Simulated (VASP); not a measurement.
Input of a VASP 6.6.1 run:

Contents of INCAR:

```
SYSTEM = PbC2
PREC     = Accurate       ! precision mode
ENCUT    = 910            ! plane-wave cutoff, eV
EDIFF    = 1E-6           ! SCF threshold, eV
ISMEAR   = 0              ! smearing method
SIGMA    = 0.01           ! smearing width, eV
LREAL    = .FALSE.        ! projectors in reciprocal space
LASPH    = .TRUE.         ! aspherical terms in the spheres
NELM     = 120            ! most SCF steps
ALGO     = Normal         ! electronic algorithm
ISIF     = 2              ! what is computed and relaxed
LWAVE    = .FALSE.        ! write WAVECAR
LCHARG   = .FALSE.        ! write CHGCAR
NBANDS   = 18             ! bands
GGA_COMPAT= .FALSE.
```

The input KPOINTS:

```
Automatic mesh
0
G
  10 10 10
  0 0 0
```

The input POSCAR:

```
PbC2
1.0
   -1.9996065525      1.9996065525      3.3076065812
    1.9996065525     -1.9996065525      3.3076065812
    1.9996065525      1.9996065525     -3.3076065812
Pb C
1 2
Direct
    0.0000000000      0.0000000000      0.0000000000
    0.5951985574      0.5951985574      0.0000000000
    0.4048014426      0.4048014426      0.0000000000
```

Potentials or basis: VASP PAW LDA potentials, release 64 (Pb_d, C_h).

Run with:

```console
$ cat potpaw_LDA.64/Pb_d/POTCAR potpaw_LDA.64/C_h/POTCAR > POTCAR
$ mpirun -np 1 vasp_std > vasp.out
```

Task: Estimate the largest force.

Result: 0.047 eV/Å.

Task: Estimate the band gap on the k mesh.

Result: 1.58 eV (least direct gap 2.23 eV).

Task: Estimate the pressure.

Result: 0.1 GPa.

Stress tensor (GPa, compression positive):
```
0.06 0.00 0.00
0.00 0.06 0.00
0.00 0.00 0.32
```

Caveat: spin-orbit coupling is left out, which moves the levels of the heavy elements. A k mesh can miss the band edges.
